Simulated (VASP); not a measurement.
Wanted: the native input for a VASP 6.6.1 run.

```yaml
Task: single point
Functional: PBE
Potentials_or_basis: VASP PAW PBE potentials, release 64 (Ti_sv, O)
Cutoff: 520 eV
k_mesh: 8 × 8 × 10
Occupations: gaussian, width 0.05 eV
Spin: no spin polarisation
Dipole_correction: no
Further_INCAR_settings: ALGO = Normal; EDIFF = 1e-07; NBANDS = 33
```

The structure of TiO2 lies in POSCAR:

```
TiO2
1.0
    4.7061564065      0.0000000000      0.0000000000
    0.0000000000      4.7061564065      0.0000000000
    0.0000000000      0.0000000000      2.8853444928
Ti O
2 4
Direct
    0.0000000000      0.0000000000      0.0000000000
    0.5000000000      0.5000000000      0.5000000000
    0.3050970583      0.3050970583      0.0000000000
    0.1949029417      0.8050970583      0.5000000000
    0.6949029417      0.6949029417      0.0000000000
    0.8050970583      0.1949029417      0.5000000000
```

This cell differs from its parent crystal: volume 10.651 Å^3 an atom, c/a of the conventional cell 0.6131.

The input as run:

INCAR

```
PREC = Accurate ; ENCUT = 520
EDIFF = 1E-7 ; ISMEAR = 0
SIGMA = 0.05 ; LREAL = False
LASPH = True ; NELM = 60
ALGO = Normal ; ISIF = 2
LWAVE = False ; LCHARG = False
GGA = PE ; NBANDS = 33
```

KPOINTS

```
Automatic mesh
0
Gamma
  8 8 10
```

Potentials or basis: VASP PAW PBE potentials, release 64 (Ti_sv, O).

Run with:

```console
$ cat potpaw_PBE.64/Ti_sv/POTCAR potpaw_PBE.64/O/POTCAR > POTCAR
$ mpirun -np 1 vasp_std > vasp.out
```

Results of the run:

The pressure is 2.6 GPa and the largest force is 0.037 eV/Å. The band gap on the k mesh is 1.92 eV, direct.

Wall time 110 s on 1 thread of Intel(R) Xeon(R) Platinum 8488C (Sapphire Rapids) (shared host), peak memory 0.27 GiB.
